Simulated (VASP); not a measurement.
A run of VASP 6.6.1 is set up as follows.

Contents of INCAR:

```
PREC = Accurate
ENCUT = 500
EDIFF = 1E-6
ISMEAR = 0
SIGMA = 0.1
LREAL = F
LASPH = T
NELM = 120
ALGO = Normal
ISIF = 2
LWAVE = F
LCHARG = T
GGA = PS
LELF = T
LVHAR = T
NBANDS = 10
GGA_COMPAT = F
```

The input KPOINTS:

```
Automatic mesh
0
Gamma
  14 14 14
```

POSCAR

```
Na
1.0
    0.0000000000      1.6030569362      1.6030569362
    1.6030569362      0.0000000000      1.6030569362
    1.6030569362      1.6030569362      0.0000000000
Na
1
Direct
    0.0000000000      0.0000000000      0.0000000000
```

Potentials or basis: VASP PAW PBE potentials, release 64 (Na_pv).

The run is started by

```bash
$ cat potpaw_PBE.64/Na_pv/POTCAR > POTCAR
$ mpirun -np 1 vasp_std > vasp.out
```

Q: Estimate the pressure.

A: 201.8 GPa.

Q: Predict the band gap on the k mesh.

A: Zero (an odd number of electrons rules out a gap without spin polarisation).

Caveat: the cell stands under pressure; the PAW data sets were made with another functional, which shifts forces and pressure a little.
